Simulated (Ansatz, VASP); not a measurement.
**C: VASP beside Ansatz**

```
C
1.0
     1.18351   -3.87976    0.00000
     1.18351    3.87976    0.00000
     0.00000    0.00000    2.46203
C
4
Direct
  0.09403 0.90597 0.50000
  0.90597 0.09403 0.50000
  0.19500 0.80500 0.00000
  0.80500 0.19500 0.00000
```

Alike in both runs: task single point; functional PBE; k mesh 8 × 8 × 8; occupations gaussian, width 0.1 eV; collinear spin.

|  | VASP | Ansatz |
| --- | --- | --- |
| version | VASP 6.6.1 | Ansatz 0.2.0 |
| potentials or method | VASP PAW PBE potentials, release 64 (C), cutoff 520 eV | scalar-relativistic, plane waves, PAW |
| valence electrons in the cell | 16 | 16 |

VASP gave:

| Property | Result |
| --- | --- |
| gap on the k mesh at the Fermi level (eV) | none |
| rms of the force components (eV/Å) | 2.039 |
| net moment per atom (μB) | 0.00 |

**Question.** Estimate Ansatz's values.

**Answer.** gap on the k mesh at the Fermi level (eV): none; rms of the force components (eV/Å): 2.032; net moment per atom (μB): 0.00.

Atom by atom the forces differ by 0.007 eV/Å (rms over components). A gap of «none» marks a metal or a gap that the smearing closes. With one functional, cell and mesh, what is left measures potentials, basis and numerics. Ansatz's warnings: seeded moment not kept.
